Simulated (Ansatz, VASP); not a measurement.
**One calculation of SiC16, two programs**

File INCAR:

```
SYSTEM = SiC16
PREC = Accurate ; ENCUT = 520
EDIFF = 1E-6 ; ISMEAR = 0
SIGMA = 0.05 ; LREAL = Auto
LASPH = .TRUE. ; NELM = 150
ALGO = Fast ; ISIF = 2
LWAVE = .FALSE. ; LCHARG = .FALSE.
ISPIN = 2 ; MAGMOM = 0 0 0 0 0 0 0 0 0 0 0 0 0 0 0 0 2
LORBIT = 11 ; LDIPOL = .TRUE.
IDIPOL = 3 ; DIPOL = 0.5 0.5 0.309
GGA = PE ; IVDW = 12
NBANDS = 52
```

Contents of KPOINTS:

```
Automatic mesh
0
G
  6 6 1
  0 0 0
```

File POSCAR:

```
SiC16
1.0
    4.9298676323      0.0000000000      0.0000000000
    0.0000000000      4.4224271195      0.0000000000
    0.0000000000      0.0000000000     22.6937497910
C Si
16 1
Direct
    0.2500000000      0.4155274488      0.1762599851
    0.7500000000      0.4155274488      0.1762599851
    0.0000000000      0.5195584910      0.2001803947
    0.5000000000      0.5195584910      0.2001803947
    0.0000000000      0.7272227621      0.2480852155
    0.5000000000      0.7272227621      0.2480852155
    0.2500000000      0.8312538043      0.2720056251
    0.7500000000      0.8312538043      0.2720056251
    0.2500000000      0.0442051686      0.3198734326
    0.7500000000      0.0442051686      0.3198734326
    0.0000000000      0.1500808487      0.3425973485
    0.5000000000      0.1500808487      0.3425973485
    0.0000000000      0.3779776253      0.3900566375
    0.5000000000      0.3779776253      0.3900566375
    0.2500000000      0.4764186278      0.4095290499
    0.7500000000      0.4764186278      0.4095290499
    0.5000000000      1.2264186278      0.5329110395
```

Input for Ansatz:

```yaml
crystal:
  lattice:
    - [4.9298676323, 0.0, 0.0]
    - [0.0, 4.4224271195, 0.0]
    - [0.0, 0.0, 22.693749791]
  atoms:
    - { symbol: C, position: [0.25, 0.4155274488, 0.1762599851] }
    - { symbol: C, position: [0.75, 0.4155274488, 0.1762599851] }
    - { symbol: C, position: [0.0, 0.519558491, 0.2001803947] }
    - { symbol: C, position: [0.5, 0.519558491, 0.2001803947] }
    - { symbol: C, position: [0.0, 0.7272227621, 0.2480852155] }
    - { symbol: C, position: [0.5, 0.7272227621, 0.2480852155] }
    - { symbol: C, position: [0.25, 0.8312538043, 0.2720056251] }
    - { symbol: C, position: [0.75, 0.8312538043, 0.2720056251] }
    - { symbol: C, position: [0.25, 0.0442051686, 0.3198734326] }
    - { symbol: C, position: [0.75, 0.0442051686, 0.3198734326] }
    - { symbol: C, position: [0.0, 0.1500808487, 0.3425973485] }
    - { symbol: C, position: [0.5, 0.1500808487, 0.3425973485] }
    - { symbol: C, position: [0.0, 0.3779776253, 0.3900566375] }
    - { symbol: C, position: [0.5, 0.3779776253, 0.3900566375] }
    - { symbol: C, position: [0.25, 0.4764186278, 0.4095290499] }
    - { symbol: C, position: [0.75, 0.4764186278, 0.4095290499] }
    - { symbol: Si, position: [0.5, 1.2264186278, 0.5329110395], spin: 2.0 }
basis:
  ecutwfc: 420
kpoints:
  mp_grid: { grid: [6, 6, 1] }
hamiltonian:
  xc: pbe
  pseudopotentials: { kind: paw, azcp: { folder: soft_1 } }
  dispersion: d3bj
scf:
  occupations: { method: gaussian, width: 0.05 }
output:
  forces: true
  eigenvalues: true
  populations: true
magnetization:
  spin_polarized: true
efield:
  axis: 3
  dipole_correction: true
  ramp_width: 0.04
```

Alike in both runs: task single point; functional PBE; dispersion D3(BJ); k mesh 6 × 6 × 1; occupations gaussian, width 0.05 eV; collinear spin.

```csv
,VASP,Ansatz
version,VASP 6.6.1,Ansatz 0.2.0
potentials or method,"VASP PAW PBE potentials, release 64 (C, Si), cutoff 520 eV","scalar-relativistic, plane waves, PAW"
valence electrons in the cell,68,68
```

Ansatz gave:

```
gap on the k mesh at the Fermi level (eV)                     : none
rms of the force components (eV/Å)                            : 0.959
net moment per atom (μB)                                      : 0.16
size of the moment on the site where the two differ most (μB) : 0.91
```

Task: Which values does VASP return?

Result: gap on the k mesh at the Fermi level (eV): none; rms of the force components (eV/Å): 0.892; net moment per atom (μB): 0.11; size of the moment on the site where the two differ most (μB): 0.16.

Site moments also hang on the region over which each program counts them. Atom by atom the forces differ by 0.138 eV/Å (rms over components). A gap of «none» marks a metal or a gap that the smearing closes.
